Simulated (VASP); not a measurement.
# Al (Fm-3m) in VASP: further runs

Al is run at these levels: RPBE, revPBE, LDA; tasks: density of states, elastic constants.

Everything below comes from runs of VASP 6.6.1. Logs are shortened: lines on timing, memory, paths and dates and some standing lists are left out, and cuts for length are marked.

**1. The cell of the first run**

Symmetry: Fm-3m, No. 225, cubic system. Conventional cell: a = 4.050 Å, b = 4.050 Å, c = 4.050 Å, α = 90.00°, β = 90.00°, γ = 90.00°. Al (site symmetry m-3m) has 12 Al at 2.86 Å within 3.8 Å.

**2. Density of states, RPBE**

POSCAR

```
Al
1.0
    0.0000000000      2.0248050000      2.0248050000
    2.0248050000      0.0000000000      2.0248050000
    2.0248050000      2.0248050000      0.0000000000
Al
1
Direct
    0.0000000000      0.0000000000      0.0000000000
```

INCAR.step1

```
SYSTEM = Al
PREC = Accurate
ENCUT = 520
EDIFF = 1E-6
ISMEAR = -1
SIGMA = 0.05
LREAL = .False.
LASPH = .True.
NELM = 60
ALGO = Fast
ISIF = 2
LWAVE = .False.
LCHARG = .True.
GGA = RP
NBANDS = 8
```

KPOINTS.step1

```
Automatic mesh
0
Gamma
  6 6 6
  0 0 0
```

INCAR.step2

```
SYSTEM = Al
PREC = Accurate
ENCUT = 520
EDIFF = 1E-6
ISMEAR = -5
SIGMA = 0.05
LREAL = .False.
LASPH = .True.
NELM = 60
ALGO = Fast
ISIF = 2
LWAVE = .False.
LCHARG = .False.
GGA = RP
LORBIT = 11
NBANDS = 8
NEDOS = 2001
ICHARG = 11
```

KPOINTS.step2

```
Automatic mesh
0
Gamma
  9 9 9
  0 0 0
```

Potentials or basis: VASP PAW PBE potentials, release 64 (Al).

Started as:

```
$ cat potpaw_PBE.64/Al/POTCAR > POTCAR
$ cp INCAR.step1 INCAR
$ cp KPOINTS.step1 KPOINTS
$ mpirun -np 1 vasp_std > vasp.out
$ cp INCAR.step2 INCAR
$ cp KPOINTS.step2 KPOINTS
$ mpirun -np 1 vasp_std > vasp.out
```

OUTCAR:

```text
SYSTEM = Al
   PREC = Accurate
   ENCUT = 520
   EDIFF = 1E-6
   ISMEAR = -5
   LREAL = .False.
   LASPH = .True.
   NELM = 60
   ISIF = 2
   GGA = RP
   LORBIT = 11
   ICHARG = 11

 ion  position               nearest neighbor table
   1  0.000  0.000  0.000-

  LATTYP: Found a face centered cubic cell.
 ALAT       =     4.0496100000

  Lattice vectors:

 A1 = (   0.0000000000,   2.0248050000,   2.0248050000)
 A2 = (   2.0248050000,   0.0000000000,   2.0248050000)
 A3 = (   2.0248050000,   2.0248050000,   0.0000000000)

Analysis of symmetry for initial positions (statically):
=====================================================================
 Subroutine PRICEL returns:
 Original cell was already a primitive cell.

 Routine SETGRP: Setting up the symmetry group for a
 face centered cubic supercell.

 Subroutine GETGRP returns: Found 48 space group operations
[... 9 lines left out ...]

 Routine SETGRP: Setting up the symmetry group for a
 face centered cubic supercell.

 Subroutine GETGRP returns: Found 48 space group operations
 (whereof 48 operations were pure point group operations)
 out of a pool of 48 trial point group operations.

The dynamic configuration has the point symmetry O_h .

 Subroutine INISYM returns: Found 48 space group operations
 (whereof 48 operations are pure point group operations),
 and found     1 'primitive' translations

----------------------------------------------------------------------------------------

                                     Primitive cell

  volume of cell :      16.6027

  direct lattice vectors                    reciprocal lattice vectors
     0.000000000  2.024805000  2.024805000    -0.246937359  0.246937359  0.246937359
     2.024805000  0.000000000  2.024805000     0.246937359 -0.246937359  0.246937359
     2.024805000  2.024805000  0.000000000     0.246937359  0.246937359 -0.246937359

  length of vectors
     2.863506692  2.863506692  2.863506692     0.427708053  0.427708053  0.427708053

  position of ions in fractional coordinates (direct lattice)
     0.000000000  0.000000000  0.000000000

  ion indices of the primitive-cell ions
   primitive index   ion index
                 1           1

----------------------------------------------------------------------------------------

 KPOINTS: Automatic mesh

Automatic generation of k-mesh.
 Grid dimensions read from file:
 generate k-points for:    9    9    9

 Generating k-lattice:

  Cartesian coordinates                     Fractional coordinates (reciprocal lattice)
    -0.027437484  0.027437484  0.027437484     0.111111111  0.000000000  0.000000000
     0.027437484 -0.027437484  0.027437484     0.000000000  0.111111111  0.000000000
     0.027437484  0.027437484 -0.027437484     0.000000000  0.000000000  0.111111111

  Length of vectors
     0.047523117  0.047523117  0.047523117

  Shift w.r.t. Gamma in fractional coordinates (k-lattice)
     0.000000000  0.000000000  0.000000000

 TETIRR: Found    115 inequivalent tetrahedra from     4374

 Subroutine IBZKPT returns following result:
 ===========================================

 Found     35 irreducible k-points:

 Following reciprocal coordinates:
            Coordinates               Weight
  0.000000  0.000000  0.000000      1.000000
  0.111111  0.000000  0.000000      8.000000
  0.222222  0.000000  0.000000      8.000000
  0.333333  0.000000  0.000000      8.000000
  0.444444  0.000000  0.000000      8.000000
  0.111111  0.111111  0.000000      6.000000
[... 16 lines left out ...]
 -0.333333  0.333333  0.000000     12.000000
  0.444444  0.444444  0.000000      6.000000
 [... further k-points ...]
   k-points           NKPTS =     35   k-points in BZ     NKDIM =     35   number of bands    NBANDS=      8
   number of dos      NEDOS =   2001   number of ions     NIONS =      1
   total plane-waves  NPLWV =  13824
   dimension x,y,z NGX =    24 NGY =   24 NGZ =   24
   dimension x,y,z NGXF=    48 NGYF=   48 NGZF=   48
   ions per type =               1
   NGX,Y,Z   is equivalent  to a cutoff of  13.93, 13.93, 13.93 a.u.
   NGXF,Y,Z  is equivalent  to a cutoff of  27.87, 27.87, 27.87 a.u.
 SYSTEM =  Al
   PREC   = accura    normal or accurate (medium, high low for compatibility)
   ISTART =      0    job   : 0-new  1-cont  2-samecut
   ICHARG =     11    charge: 1-file 2-atom 10-const
   ISPIN  =      1    spin polarized calculation?
   LNONCOLLINEAR =      F non collinear calculations
   LSORBIT =      F    spin-orbit coupling
   LASPH  =      T    aspherical Exc in radial PAW
   ENCUT  =  520.0 eV  38.22 Ry    6.18 a.u.   5.32  5.32  5.32*2*pi/ulx,y,z
   NELM   =     60;   NELMIN=  2; NELMDL=  0     # of ELM steps
   EDIFF  = 0.1E-05   stopping-criterion for ELM
   LREAL  =      F    real-space projection
   EDIFFG = 0.1E-04   stopping-criterion for IOM
   NSW    =      0    number of steps for IOM
   IBRION =     -1    ionic relax: 0-MD 1-quasi-New 2-CG
   NFREE  =      0    steps in history (QN), initial steepest desc. (CG)
   ISIF   =      2    stress and relaxation
   ISYM   =      2    0-nonsym 1-usesym 2-fastsym
   POTIM  = 0.5000    time-step for ionic-motion
   TEBEG  =    0.0;   TEEND  =   0.0 temperature during run
   PSTRESS=    0.0 pullay stress
   NELECT =       3.0000    total number of electrons
   NUPDOWN=      -1.0000    fix difference up-down
   EMIN   =  10.00;   EMAX   =-10.00  energy-range for DOS
   EFERMI =   0.00;   METHOD = LEGACY
   ISMEAR =    -5;   SIGMA  =   0.05  broadening in eV -4-tet -1-fermi 0-gaus
   EFERMI_NEDOS =   21; number of points for ismear=-14 and -15
   IALGO  =     68    algorithm
   IMIX   =      4    mixing-type and parameters
     AMIX     =   0.40;   BMIX     =  1.00
     AMIX_MAG =   1.60;   BMIX_MAG =  1.00
  volume/ion in A,a.u.               =      16.60       112.04
  Fermi-wavevector in a.u.,A,eV,Ry     =   0.925526  1.748991 11.654733  0.856599
  Thomas-Fermi vector in A             =   2.051390
   LORBIT       =     11    0 simple, 1 ext, 2 COOP (PROOUT), +10 PAW based schemes
   GGA     = RP    functional components
   LHFCALC =     F    Hartree Fock is set to
   AEXX    =    0.0000 exact exchange contribution
   IVDW    =     0    specifies the selected vdW correction
   LEPSILON=     F    determine dielectric tensor
   LRPA    =     F    only Hartree local field effects (RPA)
 non-spin polarized calculation
 RMM-DIIS sequential band-by-band and
 Fermi weights with tetrahedron method with Bloechl corrections
  energy-cutoff  :      520.00
  volume of cell :       16.60
 maximum number of plane-waves:       459
 NGX is ok and might be reduce to    24

 number of electron       3.0000000 magnetization

 Free energy of the ion-electron system (eV)
  ---------------------------------------------------
  ext. energy  EPLUGINS =         0.00000000
  ---------------------------------------------------
  free energy    TOTEN  =        -3.48963310 eV

  energy without entropy =       -3.48963310  energy(sigma->0) =       -3.48963310

 E-fermi :   8.0133     XC(G=0): -10.1188

 val. band max:        8.0329007341   @ k =  -0.4444   0.3333   0.1111
 cond. band min:       7.8472915129   @ k =  -0.3333   0.4444   0.1111
 fundamental gap:     -0.1856092212
 Fermi energy:         8.0132700864

 k-point     1 :       0.0000    0.0000    0.0000
  band No.  band energies     occupation
      1      -3.0659      2.00000
      2      20.5917      0.00000
      3      20.5917      0.00000
      4      20.5917      0.00000
      5      22.1668      0.00000
      6      22.1668      0.00000
      7      22.1668      0.00000
      8      24.3724      0.00000

 k-point     2 :       0.1111    0.0000    0.0000
  band No.  band energies     occupation
      1      -2.7318      2.00000
      2      16.8802      0.00000
      3      19.7949      0.00000
      4      19.7949      0.00000
      5      22.7484      0.00000
      6      23.4609      0.00000
      7      23.4609      0.00000
      8      25.8864      0.00000

 k-point     3 :       0.2222    0.0000    0.0000
  band No.  band energies     occupation
      1      -1.7342      2.00000
      2      12.4963      0.00000
      3      19.0318      0.00000
      4      19.0318      0.00000
      5      22.4005      0.00000
      6      23.2660      0.00000
      7      23.2660      0.00000
      8      26.1959      0.00000

 k-point     4 :       0.3333    0.0000    0.0000
  band No.  band energies     occupation
      1      -0.0868      2.00000
      2       8.5244      0.56060
      3      18.7813      0.00000
      4      18.7813      0.00000
      5      21.3673      0.00000
      6      21.3673      0.00000
      7      22.3071      0.00000
      8      25.3027      0.00000

 k-point     5 :       0.4444    0.0000    0.0000
  band No.  band energies     occupation
      1       2.1873      2.00000
      2       5.0774      2.04078
      3      19.0838      0.00000
      4      19.0838      0.00000
      5      19.9482      0.00000
      6      19.9482      0.00000
      7      22.7281      0.00000
      8      23.7693      0.00000
[... 177 lines left out ...]
 k-point    22 :      -0.4444    0.3333    0.0000
  band No.  band energies     occupation
      1       4.6862      2.00000
      2       7.5279      1.78144
      3       8.8042     -0.00109
      4      14.4818      0.00000
      5      16.0679      0.00000
      6      22.7764      0.00000
      7      29.0212      0.00000
      8      31.2867      0.00000

 k-point    23 :      -0.3333    0.3333    0.0000
  band No.  band energies     occupation
      1       4.7324      2.00000
      2       6.9468      2.00803
      3       8.4392      0.00546
      4      15.3437      0.00000
      5      17.0908      0.00000
      6      26.6921      0.00000
      7      28.2176      0.00000
      8      28.2759      0.00000

 k-point    24 :       0.4444    0.4444    0.0000
  band No.  band energies     occupation
      1       3.8462      2.00000
      2       7.8988      0.96746
      3      13.3484      0.00000
      4      13.7174      0.00000
      5      13.7174      0.00000
      6      17.2158      0.00000
      7      32.9674      0.00000
      8      34.5201      0.00000

 [... further k-points ...]
[... 5 lines left out ...]
  --------------------------------------------------------------------------------------
  -------------------------------------------------------------------------------------
  Total       -0.0348684     -0.0348684     -0.0348684      0.0000000     -0.0000000      0.0000000
  in kB       -3.3648338     -3.3648338     -3.3648338      0.0000000     -0.0000000      0.0000000
  external PRESSURE =      -3.3648338 kB  Pullay stress =       0.0000000 kB

 VOLUME and BASIS-vectors are now :
 -----------------------------------------------------------------------------
  energy-cutoff  :      520.00
  volume of cell :       16.60
      direct lattice vectors                 reciprocal lattice vectors
     0.000000000  2.024805000  2.024805000    -0.246937359  0.246937359  0.246937359
     2.024805000  0.000000000  2.024805000     0.246937359 -0.246937359  0.246937359
     2.024805000  2.024805000  0.000000000     0.246937359  0.246937359 -0.246937359

 POSITION                                       TOTAL-FORCE (eV/Angst)
 -----------------------------------------------------------------------------------
      0.00000      0.00000      0.00000         0.000000      0.000000      0.000000
 -----------------------------------------------------------------------------------
    total drift:                                0.000000     -0.000000     -0.000000

  FREE ENERGIE OF THE ION-ELECTRON SYSTEM (eV)
  ---------------------------------------------------
  free  energy   TOTEN  =        -3.4896330953 eV

  energy  without entropy=       -3.4896330953  energy(sigma->0) =       -3.48963310

 total charge

# of ion       s       p       d       tot
------------------------------------------
    1        0.417   0.343   0.000   0.760
```

Wall time 4.6 s (1 thread of AMD EPYC 7R13 (Zen 3), shared host); peak memory 0.1 GiB.

What came out:

| Item | Value |
| --- | --- |
| Valence electrons inside the program's atomic spheres | Al 0.76 |

Levels at points of the mesh, in eV from the Fermi level:
```tsv
k point	band 1	band 2	band 3	band 4	band 5
(0.00, 0.00, 0.00)	-11.08	12.58	12.58	12.58	14.15
```

Caveat: the k points lie up to 0.45 Å⁻¹ apart; the PAW data sets were made with another functional, which shifts forces and pressure a little; tetrahedron occupations give inexact forces and stress in metals.

**3. Density of states, revPBE**

POSCAR is that of step 2.

INCAR.step1

```
SYSTEM = Al
  PREC = Accurate
  ENCUT = 520
  EDIFF = 1E-6
  ISMEAR = -1
  SIGMA = 0.05
  LREAL = .FALSE.
  LASPH = .TRUE.
  NELM = 60
  ALGO = Normal
  ISIF = 2
  LWAVE = .FALSE.
  LCHARG = .TRUE.
  GGA = RE
  NBANDS = 8
```

KPOINTS.step1

```
Automatic mesh
0
G
  6 6 6
  0 0 0
```

INCAR.step2

```
SYSTEM = Al
  PREC = Accurate
  ENCUT = 520
  EDIFF = 1E-6
  ISMEAR = -5
  SIGMA = 0.05
  LREAL = .FALSE.
  LASPH = .TRUE.
  NELM = 60
  ALGO = Normal
  ISIF = 2
  LWAVE = .FALSE.
  LCHARG = .FALSE.
  GGA = RE
  LORBIT = 11
  NEDOS = 2001
  ICHARG = 11
```

KPOINTS.step2

```
Automatic mesh
0
G
  9 9 9
  0 0 0
```

Potentials or basis: VASP PAW PBE potentials, release 64 (Al).

Started as:

```
$ cat potpaw_PBE.64/Al/POTCAR > POTCAR
$ cp INCAR.step1 INCAR
$ cp KPOINTS.step1 KPOINTS
$ mpirun -np 1 vasp_std > vasp.out
$ cp INCAR.step2 INCAR
$ cp KPOINTS.step2 KPOINTS
$ mpirun -np 1 vasp_std > vasp.out
```

It took 4 s on 1 thread of AMD EPYC 7R13 (Zen 3), shared host; peak memory 0.09 GiB.

The run converged. Its results:

```yaml
Valence_electrons_inside_the_program's_atomic_spheres: Al 0.76
```

Levels at points of the mesh, in eV from the Fermi level:
| k point | band 1 | band 2 | band 3 | band 4 | band 5 |
| --- | --- | --- | --- | --- | --- |
| (0.00, 0.00, 0.00) | -11.08 | 12.58 | 12.58 | 12.58 | 14.13 |

Caveat: the k points lie up to 0.45 Å⁻¹ apart; the PAW data sets were made with another functional, which shifts forces and pressure a little; tetrahedron occupations give inexact forces and stress in metals.

**4. Elastic constants, LDA**

INCAR

```
  PREC = Accurate
  ENCUT = 600
  EDIFF = 1E-8
  ISMEAR = -1
  SIGMA = 0.05
  LREAL = False
  LASPH = True
  NELM = 60
  ALGO = Fast
  ISIF = 3
  LWAVE = False
  LCHARG = False
  GGA = CA
  NBANDS = 8
  IBRION = 6
  NFREE = 2
  POTIM = 0.015
  NSW = 1
```

KPOINTS

```
regular mesh
0
Gamma
  8 8 8
```

POSCAR is that of step 3.

Potentials or basis: VASP PAW LDA potentials, release 64 (Al).

Started as:

```
$ cat potpaw_LDA.64/Al/POTCAR > POTCAR
$ mpirun -np 1 vasp_std > vasp.out
```

OUTCAR:

```text
PREC = Accurate
   ENCUT = 600
   EDIFF = 1E-8
   ISMEAR = -1
   LREAL = False
   LASPH = True
   NELM = 60
   ISIF = 3
   GGA = CA
   IBRION = 6
   NFREE = 2
   POTIM = 0.015
   NSW = 1

 ion  position               nearest neighbor table
   1  0.000  0.000  0.000-

  LATTYP: Found a face centered cubic cell.
 ALAT       =     4.0496100000

  Lattice vectors:

 A1 = (   0.0000000000,   2.0248050000,   2.0248050000)
 A2 = (   2.0248050000,   0.0000000000,   2.0248050000)
 A3 = (   2.0248050000,   2.0248050000,   0.0000000000)

Analysis of symmetry for initial positions (statically):
=====================================================================
 Subroutine PRICEL returns:
 Original cell was already a primitive cell.
[... 668 lines left out ...]
  z     0.00000     0.00000    -0.00000     0.00000    -0.00000     0.00000

 INTERNAL STRAIN TENSORS FROM DISPLACED ATOMS
 ============================================

 INTERNAL STRAIN TENSOR FOR ION    1 for displacements in x,y,z  (eV/Angst):
          X           Y           Z          XY          YZ          ZX
  --------------------------------------------------------------------------------
  x     0.00000     0.00000     0.00000     0.00000     0.00000     0.00000
  y     0.00000     0.00000     0.00000     0.00000     0.00000     0.00000
  z     0.00000     0.00000     0.00000     0.00000     0.00000     0.00000

 Eigenvectors and eigenvalues of the dynamical matrix
 ----------------------------------------------------

   1 f/i=    0.000000 THz     0.000000 2PiTHz    0.000000 cm-1     0.000000 meV
             X         Y         Z           dx          dy          dz
      0.000000  0.000000  0.000000     0.466550    0.884495    0.000000

   2 f/i=    0.000000 THz     0.000000 2PiTHz    0.000000 cm-1     0.000000 meV
             X         Y         Z           dx          dy          dz
      0.000000  0.000000  0.000000    -0.884495    0.466550    0.000000

   3 f/i=    0.000000 THz     0.000000 2PiTHz    0.000000 cm-1     0.000000 meV
             X         Y         Z           dx          dy          dz
      0.000000  0.000000  0.000000     0.000000    0.000000    1.000000

--------------------------------------------------------------------------------------------------------

 ELASTIC MODULI CONTR FROM IONIC RELAXATION (kBar)
 Direction    XX          YY          ZZ          XY          YZ          ZX
 --------------------------------------------------------------------------------
 XX           0.0000      0.0000      0.0000      0.0000      0.0000      0.0000
 YY           0.0000      0.0000      0.0000      0.0000      0.0000      0.0000
 ZZ           0.0000      0.0000      0.0000      0.0000      0.0000      0.0000
 XY           0.0000      0.0000      0.0000      0.0000      0.0000      0.0000
 YZ           0.0000      0.0000      0.0000      0.0000      0.0000      0.0000
 ZX           0.0000      0.0000      0.0000      0.0000      0.0000      0.0000
 --------------------------------------------------------------------------------

 TOTAL ELASTIC MODULI (kBar)
 Direction    XX          YY          ZZ          XY          YZ          ZX
 --------------------------------------------------------------------------------
 XX        2002.9566    126.2766    126.2766     -0.0000      0.0000      0.0000
 YY         126.2766   2002.9566    126.2766      0.0000      0.0000      0.0000
 ZZ         126.2766    126.2766   2002.9566     -0.0000     -0.0000      0.0000
 XY          -0.0000      0.0000     -0.0000   -153.2575      0.0000     -0.0000
 YZ           0.0000      0.0000     -0.0000      0.0000   -153.2575      0.0000
 ZX           0.0000      0.0000      0.0000     -0.0000      0.0000   -153.2575
 --------------------------------------------------------------------------------
```

It took 43 s on 1 thread of Intel Xeon Platinum 8488C (Sapphire Rapids), shared host; peak memory 0.16 GiB.

Results:

* Elastic constants C11, C12, C44: 200, 13, -15 GPa
* Voigt bulk modulus: 75 GPa

Elastic tensor in Voigt notation (GPa, in the Cartesian axes of the cell as first typed):
```
200  13  13   0   0   0
 13 200  13   0   0   0
 13  13 200   0   0   0
  0   0   0 -15   0   0
  0   0   0   0 -15   0
  0   0   0   0   0 -15
```

Clamped-ion elastic tensor (GPa):
```
200  13  13   0   0   0
 13 200  13   0   0   0
 13  13 200   0   0   0
  0   0   0 -15   0   0
  0   0   0   0 -15   0
  0   0   0   0   0 -15
```

Caveat: the cell is under stress, which shifts elastic constants; the elastic tensor has a negative eigenvalue, so either the cell is unstable as it stands or the mesh is too thin.
